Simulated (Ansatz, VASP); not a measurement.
InSe2 in VASP and in Ansatz

```xyz
6
Lattice="3.8949 0.0000 0.0000 0.0000 3.8949 0.0000 0.0000 0.0000 9.6262" Properties=species:S:1:pos:R:3 pbc="T T T"
In    0.0000    1.9474    6.8006
In    1.9474    0.0000    2.8256
Se    0.0000    1.9474    3.5252
Se    1.9474    0.0000    6.1010
Se    0.0000    0.0000    0.0000
Se    1.9474    1.9474    0.0000
```

Alike in both runs: task single point; functional PBEsol; k mesh 1 × 1 × 1; occupations gaussian, width 0.1 eV; no spin polarisation.

|  | VASP | Ansatz |
| --- | --- | --- |
| version | VASP 6.6.1 | Ansatz 0.2.0 |
| potentials or method | VASP PAW PBE potentials, release 64 (In_d, Se), cutoff 500 eV | scalar-relativistic, plane waves, PAW |
| valence electrons in the cell | 50 | 90 |

Ansatz gave:

* gap on the k mesh at the Fermi level (eV): 0.96
* least direct gap on the mesh (eV): 0.96
* pressure (GPa): 12.5
* traceless stress, the component that is largest in VASP (GPa): -13.09
* rms of the force components (eV/Å): 0.948

Estimate VASP's values.

gap on the k mesh at the Fermi level (eV): 0.97; least direct gap on the mesh (eV): 0.97; pressure (GPa): 12.7; traceless stress, the component that is largest in VASP (GPa): -13.20; rms of the force components (eV/Å): 0.949.

VASP's potentials were made for PBE, not for PBEsol. Atom by atom the forces differ by 0.001 eV/Å (rms over components). With one functional, cell and mesh, what is left measures potentials, basis and numerics. VASP's potentials hold 50 valence electrons a cell and Ansatz's 90, so a difference there can come from the potentials and not from the codes.

The k mesh is coarse, so the values compare programs but aren't converged.
